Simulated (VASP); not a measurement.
Set up this calculation in VASP 6.6.1, as the native input.

| Quantity | Value |
| --- | --- |
| Task | G0W0 quasiparticle levels |
| Functional | PBE |
| Potentials or basis | VASP PAW PBE potentials, release 64 (Pb_d_GW, F_GW) |
| Cutoff | 500 eV |
| k mesh | 6 × 6 × 6 |
| Occupations | gaussian, width 0.01 eV |
| Spin | no spin polarisation |
| Dipole correction | no |
| GW scheme | G0W0 |
| GW iterations | 1 |
| Cutoff of the response function | 80 |
| Frequency points | 96 |
| Empty bands | 83 |
| Further INCAR settings | ALGO = EVGW0; EDIFF = 1e-08; NBANDS = 98 |

Crystal: PbF2.

```
Pb F
1.0
     0.00000    2.94581    2.94581
     2.94581    0.00000    2.94581
     2.94581    2.94581    0.00000
Pb F
1 2
Direct
  0.00000 0.00000 0.00000
  0.25000 0.25000 0.25000
  0.75000 0.75000 0.75000
```

The input as run:

POSCAR

```
PbF2
1.0
    0.0000000000      2.9458082858      2.9458082858
    2.9458082858      0.0000000000      2.9458082858
    2.9458082858      2.9458082858      0.0000000000
Pb F
1 2
Direct
    0.0000000000      0.0000000000      0.0000000000
    0.2500000000      0.2500000000      0.2500000000
    0.7500000000      0.7500000000      0.7500000000
```

INCAR.step1

```
SYSTEM = PbF2
  PREC = Accurate
  ENCUT = 500
  EDIFF = 1E-8
  ISMEAR = 0
  SIGMA = 0.01
  LREAL = .FALSE.
  LASPH = .TRUE.
  NELM = 80
  ALGO = Normal
  LWAVE = .TRUE.
  LCHARG = .FALSE.
  GGA = PE
```

INCAR.step2

```
SYSTEM = PbF2
  PREC = Accurate
  ENCUT = 500
  EDIFF = 1E-8
  ISMEAR = 0
  SIGMA = 0.01
  LREAL = .FALSE.
  LASPH = .TRUE.
  NELM = 1
  ALGO = Exact
  LWAVE = .TRUE.
  LCHARG = .FALSE.
  GGA = PE
  NBANDS = 98
  LOPTICS = .TRUE.
  ISTART = 1
```

INCAR.step3

```
SYSTEM = PbF2
  PREC = Accurate
  ENCUT = 500
  EDIFF = 1E-8
  ISMEAR = 0
  SIGMA = 0.01
  LREAL = .FALSE.
  LASPH = .TRUE.
  ALGO = EVGW0
  LWAVE = .FALSE.
  LCHARG = .FALSE.
  GGA = PE
  NELMGW = 1
  NBANDS = 98
  ENCUTGW = 80.0
  NOMEGA = 96
  PRECFOCK = Fast
  ISTART = 1
  NBANDSGW = 23
  OMEGAMAX = 20
```

KPOINTS

```
Automatic mesh
0
G
  6 6 6
  0 0 0
```

Potentials or basis: VASP PAW PBE potentials, release 64 (Pb_d_GW, F_GW).

Launch:

```sh
$ cat potpaw_PBE.64/Pb_d_GW/POTCAR potpaw_PBE.64/F_GW/POTCAR > POTCAR
$ cp INCAR.step1 INCAR
$ mpirun -np 1 vasp_std > vasp.out
$ cp INCAR.step2 INCAR
$ mpirun -np 1 vasp_std > vasp.out
$ cp INCAR.step3 INCAR
$ mpirun -np 1 vasp_std > vasp.out
```

Results of the run:

| Item | Value |
| --- | --- |
| Quasiparticle gap | 6.18 eV |
| Least direct quasiparticle gap | 6.47 eV |
| Band gap of the starting levels on the mesh | 4.44 eV |
| Least direct gap of the starting levels on the mesh | 4.56 eV |

Caveat: bands, screening cutoff and mesh are small and nothing is extrapolated, so the quasiparticle values aren't converged; spin-orbit coupling is left out, which moves the levels of the heavy elements.

Wall time 21 min on 1 thread of Intel(R) Xeon(R) Platinum 8488C (Sapphire Rapids), with other jobs on the host, peak memory 0.81 GiB.
